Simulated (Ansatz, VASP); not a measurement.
This is a calculation of Ir for Ansatz 0.2.0.

Contents of input.yaml:

```yaml
crystal:
  lattice:
    - [2.7141925539, 0.0, 0.0]
    - [-1.3570962769, 2.3505597024, 0.0]
    - [0.0, 0.0, 4.4019813909]
  atoms:
    - { symbol: Ir, position: [0.3333333333, 0.6666666667, 0.25] }
    - { symbol: Ir, position: [0.6666666667, 0.3333333333, 0.75] }
hamiltonian:
  xc: lda
  pseudopotentials: { kind: paw }
kpoints:
  mp_grid: { grid: [11, 11, 6] }
scf:
  occupations: { method: fermi_dirac, width: 0.05 }
output:
  forces: true
  stress: true
  eigenvalues: true
```

Potentials or basis: Ansatz PAW.

Launch:

```bash
$ ansatz run input.yaml --threads 1 --pin off --max-ram 3584MiB --backend cpu --events-out ev --progress --plain --runs-dir out
```

Problem. Set up the same calculation for VASP 6.6.1. Potentials there: VASP PAW LDA potentials, release 64 (Ir).

Solution. As run (the cutoff follows the program's own potentials):

File INCAR:

```
SYSTEM = Ir
ALGO = Normal
EDIFF = 1E-6
ENCUT = 520
ISIF = 2
ISMEAR = -1
LASPH = .TRUE.
LCHARG = .TRUE.
LELF = .TRUE.
LREAL = .FALSE.
LVHAR = .TRUE.
LWAVE = .FALSE.
NBANDS = 16
NELM = 60
PREC = Accurate
SIGMA = 0.05
```

File KPOINTS:

```
k-points
0
G
  11 11 6
  0 0 0
```

The input POSCAR:

```
Ir
1.0
    2.7141925539      0.0000000000      0.0000000000
   -1.3570962769      2.3505597024      0.0000000000
    0.0000000000      0.0000000000      4.4019813909
Ir
2
Direct
    0.3333333333      0.6666666667      0.2500000000
    0.6666666667      0.3333333333      0.7500000000
```

Potentials or basis: VASP PAW LDA potentials, release 64 (Ir).

Launch:

```sh
$ cat potpaw_LDA.64/Ir/POTCAR > POTCAR
$ mpirun -np 1 vasp_std > vasp.out
```

Both were run:

|  | VASP | Ansatz | Ansatz less VASP |
| --- | --- | --- | --- |
| gap on the k mesh at the Fermi level (eV) | none | none | - |
| pressure (GPa) | -1.3 | -3.8 | -2.44 |
| traceless stress, the component that is largest in VASP (GPa) | -0.14 | -0.18 | -0.045 |

LDA's correlation is that of Perdew and Zunger in VASP and of Perdew and Wang (1992) in Ansatz. A gap of «none» marks a metal or a gap that the smearing closes. VASP's potentials hold 18 valence electrons a cell and Ansatz's 34, so a difference there can come from the potentials and not from the codes.

Spin-orbit coupling is off throughout.
